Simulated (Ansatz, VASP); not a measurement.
**TaN: VASP beside Ansatz**

```
CELL_PARAMETERS angstrom
2.73231 0.00000 0.00000
0.00000 2.73231 0.00000
0.00000 0.00000 2.73231
ATOMIC_POSITIONS crystal
Ta 0.00000 0.00000 0.00000
N 0.50000 0.50000 0.50000
```

Alike in both runs: functional HSE06; k mesh 5 × 5 × 5; occupations fermi-dirac, width 0.05 eV; no spin polarisation.

|  | VASP | Ansatz |
| --- | --- | --- |
| version | VASP 6.6.1 | Ansatz 0.2.0 |
| potentials or method | VASP PAW PBE potentials, release 64 (Ta_pv, N) | Ansatz PAW |
| plane-wave cutoff (eV) | 520 | 420 |
| valence electrons in the cell | 16 | 18 |
| task | single point | band structure |

|  | VASP | Ansatz | Ansatz less VASP |
| --- | --- | --- | --- |
| gap on the k mesh at the Fermi level (eV) | none | none | - |
| pressure (GPa) | -1.6 | -1.1 | +0.49 |

A gap of «none» marks a metal or a gap that the smearing closes. With one functional, cell and mesh, what is left measures potentials, basis and numerics. VASP's potentials hold 16 valence electrons a cell and Ansatz's 18, so a difference there can come from the potentials and not from the codes.

The k mesh is coarse, so the values compare programs but aren't converged. Neither program's run includes spin-orbit coupling.
